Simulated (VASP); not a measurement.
Set up this calculation in VASP 6.6.1, as the native input.

```
Task                   : single point
Functional             : PBE
Potentials or basis    : VASP PAW PBE potentials, release 64 (Si, O)
Cutoff                 : 520 eV
k mesh                 : 2 × 2 × 2
Occupations            : gaussian, width 0.05 eV
Spin                   : collinear spin, zero start
Starting moments       : [0.0, 0.0, 0.0, 0.0, 0.0, 0.0, 0.0, 0.0, 0.0, 0.0, 0.0, 0.0, 0.0, 0.0, 0.0, 0.0, 0.0, 0.0, 0.0, 0.0, 0.0, 0.0, 0.0, 0.0, 0.0] μB
Dipole correction      : no
Further INCAR settings : LREAL = Auto; ALGO = Normal; EDIFF = 1e-07; NBANDS = 89
```

The structure of Si8O17 (a cell with a defect) lies in POSCAR:

```
Si8O17
1.0
   -4.1773000000     -4.1773000000      0.0000000000
    4.1773000000     -4.1773000000      0.0000000000
    0.0000000000      0.0000000000      5.3310000000
Si O
8 17
Direct
    0.4972613889      0.4892224643      0.0179628588
   -0.0048118402      0.4972500180      0.2516953667
    0.4882611974      0.5095275657      0.4944440068
   -0.0078374788      0.4999153760      0.7509292816
   -0.0147515141      0.0045346276     -0.0024350028
    0.4884987911      0.0026936059      0.2443560308
   -0.0128652479      0.0033866373      0.4959864941
    0.4787029900      0.0320458191      0.7394066779
    0.1952948077      0.5042513107     -0.0008217970
   -0.0128057597      0.1938992890      0.2486141437
    0.8124962296      0.4757725086      0.0121470643
   -0.0142296459      0.8065426232      0.2460577753
    0.1810746176      0.4937306394      0.4950219471
   -0.0092589711      0.1962888708      0.7464445695
    0.7946392407      0.5021043497      0.4991639467
   -0.0069487468      0.8082562899      0.7483142000
    0.6799200440      0.0283206856     -0.0037846558
    0.4904018146      0.6990990592      0.2509870568
    0.2939053934      0.0120149379     -0.0031995873
    0.4923065138      0.3085406842      0.2573761020
    0.6806797453      0.0076059895      0.4993753517
    0.6070212817      0.6830897948      0.8316527856
    0.2871130874      0.0310347593      0.4832198462
    0.4847241041      0.3221226630      0.7468399925
    0.4136275824      0.7422659373      0.6857388858
```

One way to write it, as run:

INCAR

```
SYSTEM = Si8O17
PREC = Accurate
ENCUT = 520
EDIFF = 1E-7
ISMEAR = 0
SIGMA = 0.05
LREAL = Auto
LASPH = .True.
NELM = 150
ALGO = Normal
ISIF = 2
LWAVE = .False.
LCHARG = .False.
ISPIN = 2
MAGMOM = 0 0 0 0 0 0 0 0 0 0 0 0 0 0 0 0 0 0 0 0 0 0 0 0 0
LORBIT = 11
GGA = PE
NBANDS = 89
```

KPOINTS

```
regular mesh
0
Gamma
  2 2 2
  0 0 0
```

Potentials or basis: VASP PAW PBE potentials, release 64 (Si, O).

Run with:

```bash
$ cat potpaw_PBE.64/Si/POTCAR potpaw_PBE.64/O/POTCAR > POTCAR
$ mpirun -np 1 vasp_std > vasp.out
```

Results of the run:

* Pressure: 26.8 GPa
* Largest force: 0.338 eV/Å
* Band gap on the k mesh: 5.25 eV
* Net moment: 0.00 μB per cell
* Valence electrons inside the program's atomic spheres: Si 1.57, 1.51, 1.48, 1.45, 1.47, 1.49; O 5.23, 5.28, 5.26, 5.24, 5.27, 5.25, 5.30, 5.16, 5.29

Caveat: the k points lie up to 0.59 Å⁻¹ apart.

Run time: 4.9 min on 1 thread of Intel(R) Xeon(R) Platinum 8488C (Sapphire Rapids), on a shared host, peak memory 0.43 GiB.
